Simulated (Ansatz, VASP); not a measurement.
Two plane-wave programs on Sb

POSCAR

```
Sb
1.0
    3.1126000000      0.0000000000      0.0000000000
    0.0000000000      3.1600000000      0.0000000000
    0.0000000000      0.0000000000      3.1600000000
Sb
1
Direct
    0.0000000000      0.0000000000      0.0000000000
```

Contents of INCAR.step1:

```
SYSTEM = Sb
PREC     = Accurate       ! precision mode
ENCUT    = 520            ! plane-wave cutoff, eV
ISMEAR   = 0              ! smearing method
SIGMA    = 0.15           ! smearing width, eV
LREAL    = .False.        ! projectors in reciprocal space
LASPH    = .True.         ! aspherical terms in the spheres
NELM     = 80             ! most SCF steps
NBANDS   = 8              ! bands
GGA      = PE             ! functional
ALGO     = Normal         ! electronic algorithm
EDIFF    = 1E-4           ! SCF threshold, eV
LWAVE    = .True.         ! write WAVECAR
LCHARG   = .False.        ! write CHGCAR
```

File INCAR.step2:

```
SYSTEM = Sb
PREC     = Accurate       ! precision mode
ENCUT    = 520            ! plane-wave cutoff, eV
EDIFF    = 1E-7           ! SCF threshold, eV
ISMEAR   = 0              ! smearing method
SIGMA    = 0.15           ! smearing width, eV
LREAL    = .False.        ! projectors in reciprocal space
LASPH    = .True.         ! aspherical terms in the spheres
NELM     = 80             ! most SCF steps
ALGO     = Normal         ! electronic algorithm
ISIF     = 2              ! what is computed and relaxed
LWAVE    = .False.        ! write WAVECAR
LCHARG   = .False.        ! write CHGCAR
METAGGA  = R2SCAN         ! meta-GGA
LMIXTAU  = .True.       
NBANDS   = 8              ! bands
ISTART   = 1
```

The input KPOINTS:

```
Automatic mesh
0
Gamma
  16 16 16
  0 0 0
```

Input for Ansatz:

```yaml
crystal:
  lattice:
    - [3.1126, 0.0, 0.0]
    - [0.0, 3.16, 0.0]
    - [0.0, 0.0, 3.16]
  atoms:
    - { symbol: Sb, position: [0.0, 0.0, 0.0] }
basis:
  ecutwfc: 500
kpoints:
  mp_grid: { grid: [16, 16, 16] }
hamiltonian:
  xc: r2scan
scf:
  occupations: { method: gaussian, width: 0.15 }
output:
  forces: true
  stress: true
  eigenvalues: true
```

Change from the starting cell: strain -0.0150 x Voigt [1, 0, 0, 0, 0, 0], atoms carried along.

Alike in both runs: task single point; functional r2SCAN; k mesh 16 × 16 × 16; occupations gaussian, width 0.15 eV; no spin polarisation.

|  | VASP | Ansatz |
| --- | --- | --- |
| version | VASP 6.6.1 | Ansatz 0.2.0 |
| potentials or method | VASP PAW PBE potentials, release 64 (Sb), cutoff 520 eV | scalar-relativistic, plane waves, PAW |
| valence electrons in the cell | 5 | 15 |

|  | VASP | Ansatz | Ansatz less VASP |
| --- | --- | --- | --- |
| gap on the k mesh at the Fermi level (eV) | none | none | - |
| pressure (GPa) | -3.0 | -3.0 | 0.00 |
| traceless stress, the component that is largest in VASP (GPa) | 0.92 | 0.92 | -0.004 |

VASP's potentials were made for PBE, not for r2SCAN. A gap of «none» marks a metal or a gap that the smearing closes. VASP's potentials hold 5 valence electrons a cell and Ansatz's 15, so a difference there can come from the potentials and not from the codes.

Spin-orbit coupling is off throughout.
